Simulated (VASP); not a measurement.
Wanted: the native input for a VASP 6.6.1 run.

```yaml
Task: single point
Functional: PBEsol
Potentials_or_basis: VASP PAW PBE potentials, release 64 (Zn, Se)
Cutoff: 520 eV
k_mesh: 11 × 11 × 11
Occupations: fermi-dirac, width 0.08 eV
Spin: no spin polarisation
Dipole_correction: no
Further_INCAR_settings: ALGO = Normal; EDIFF = 1e-07; NBANDS = 16
```

The structure of ZnSe (zincblende type) lies in POSCAR:

```
ZnSe
1.0
    0.0000000000      2.5246619006      2.5246619006
    2.5246619006      0.0000000000      2.5246619006
    2.5246619006      2.5246619006      0.0000000000
Zn Se
1 1
Direct
    0.0000000000      0.0000000000      0.0000000000
    0.2500000000      0.2500000000      0.2500000000
```

This cell differs from its parent crystal: volume scaled by 0.72.

These files were run (other wordings do the same):

INCAR

```
  ALGO = Normal
  EDIFF = 1E-7
  ENCUT = 520
  GGA = PS
  ISIF = 2
  ISMEAR = -1
  LASPH = T
  LCHARG = F
  LREAL = F
  LWAVE = F
  NBANDS = 16
  NELM = 80
  PREC = Accurate
  SIGMA = 0.08
```

KPOINTS

```
k-points
0
Gamma
  11 11 11
```

Potentials or basis: VASP PAW PBE potentials, release 64 (Zn, Se).

Run with:

```bash
$ cat potpaw_PBE.64/Zn/POTCAR potpaw_PBE.64/Se/POTCAR > POTCAR
$ mpirun -np 1 vasp_std > vasp.out
```

It gave:

The pressure is 46.0 GPa. The band gap on the k mesh is 1.87 eV, indirect (least direct gap 2.71 eV).

Caveat: the PAW data sets were made with another functional, which shifts forces and pressure a little.

Run time: 15 s on 1 thread of Intel(R) Xeon(R) 6975P-C (Granite Rapids), with other jobs on the host, peak memory 0.17 GiB.
